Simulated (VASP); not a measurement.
The system is SnTe.

```
Sn Te
1.0
     0.00000    3.60926    3.60926
     3.60926    0.00000    3.60926
     3.60926    3.60926    0.00000
Sn Te
1 1
Direct
  0.00000 0.00000 0.00000
  0.25000 0.25000 0.25000
```

| Quantity | Value |
| --- | --- |
| Program | VASP 6.6.1 |
| Task | relaxation of cell and atoms |
| Functional | LDA |
| Potentials or basis | VASP PAW LDA potentials, release 64 (Sn_d, Te) |
| Cutoff | 500 eV |
| k mesh | 6 × 6 × 6 |
| Occupations | fermi-dirac, width 0.02 eV |
| Spin | no spin polarisation |

At the start: pressure -2.1 GPa; volume 47.02 Å³/atom.

Task: Where does the relaxation end?

Result: Over 3 steps the energy falls by 27.7 meV/atom and the volume is 43.04 Å³/atom (-8.5 %); space group F-43m (No. 216, to 0.05 Å).

Step by step:
```
step  energy change (eV)  largest force (eV/Å)  pressure (GPa)  volume (Å³)
   1              0.0000                0.0000           -2.10        94.03
   2             -0.0553                0.0000            0.06        85.88
   3             -0.0554                0.0000            0.00        86.08
```

Final structure:
```cif
data_structure
_symmetry_space_group_name_H-M 'P 1'
_symmetry_Int_Tables_number 1
_cell_length_a 4.9560
_cell_length_b 4.9560
_cell_length_c 4.9560
_cell_angle_alpha 60.000
_cell_angle_beta 60.000
_cell_angle_gamma 60.000
_cell_volume 86.08
loop_
_atom_site_label
_atom_site_type_symbol
_atom_site_fract_x
_atom_site_fract_y
_atom_site_fract_z
_atom_site_occupancy
Sn1 Sn 0.00000 0.00000 0.00000 1
Te1 Te 0.25000 0.25000 0.25000 1
```
